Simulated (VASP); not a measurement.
Input of a VASP 6.6.1 run:

Contents of POSCAR:

```
Ga4SbP3
1.0
    3.9757430766      0.0000000000      0.0000000000
    0.0000000000      3.9809252906      5.6286983800
    0.0000000000     -3.9809252906      5.6286983800
P Sb Ga
3 1 4
Direct
    0.0000000000      0.0011331064      0.0011331064
    0.5000000000     -0.0002651424      0.4997554682
    0.5000000000      0.4997554682     -0.0002651424
    0.0000000000      0.5000742546      0.5000742546
    0.5000000000      0.8766369985      0.8766369985
    0.0000000000      0.8946855562      0.3678964289
    0.0000000000      0.3678964289      0.8946855562
    0.5000000000      0.3600833297      0.3600833297
```

Contents of INCAR.step1:

```
SYSTEM = Ga4SbP3
  ALGO = Normal
  EDIFF = 1E-4
  ENCUT = 520
  GGA = PE
  ISMEAR = -1
  LASPH = .TRUE.
  LCHARG = .FALSE.
  LREAL = .FALSE.
  LWAVE = .TRUE.
  NBANDS = 46
  NELM = 100
  PREC = Accurate
  SIGMA = 0.02
```

INCAR.step2

```
SYSTEM = Ga4SbP3
  ALGO = Normal
  EDIFF = 1E-7
  ENCUT = 520
  ISIF = 2
  ISMEAR = -1
  ISTART = 1
  LASPH = .TRUE.
  LCHARG = .FALSE.
  LMIXTAU = .TRUE.
  LREAL = .FALSE.
  LWAVE = .FALSE.
  METAGGA = R2SCAN
  NBANDS = 46
  NELM = 100
  PREC = Accurate
  SIGMA = 0.02
```

Contents of KPOINTS:

```
k-points
0
G
  6 4 4
  0 0 0
```

Potentials or basis: VASP PAW PBE potentials, release 64 (P, Sb, Ga_d).

Run with:

```console
$ cat potpaw_PBE.64/P/POTCAR potpaw_PBE.64/Sb/POTCAR potpaw_PBE.64/Ga_d/POTCAR > POTCAR
$ cp INCAR.step1 INCAR
$ mpirun -np 1 vasp_std > vasp.out
$ cp INCAR.step2 INCAR
$ mpirun -np 1 vasp_std > vasp.out
```

Task: What does it give for the largest force?

Result: 0.022 eV/Å.

Task: What does it give for the pressure?

Result: 0.0 GPa.

Task: Estimate the band gap on the k mesh.

Result: 0.44 eV, direct.

Forces in eV/Å, atoms in the order of the input:
```
P    0.000  0.000  0.005
P    0.000  0.004  0.004
P    0.000 -0.004  0.004
Sb   0.000  0.000  0.006
Ga   0.000  0.000 -0.002
Ga   0.000  0.016  0.002
Ga   0.000 -0.016  0.002
Ga   0.000  0.000 -0.022
```

Caveat: the PAW data sets were made with another functional, which shifts forces and pressure a little; spin-orbit coupling is left out, which moves the levels of the heavy elements. A k mesh can miss the band edges.
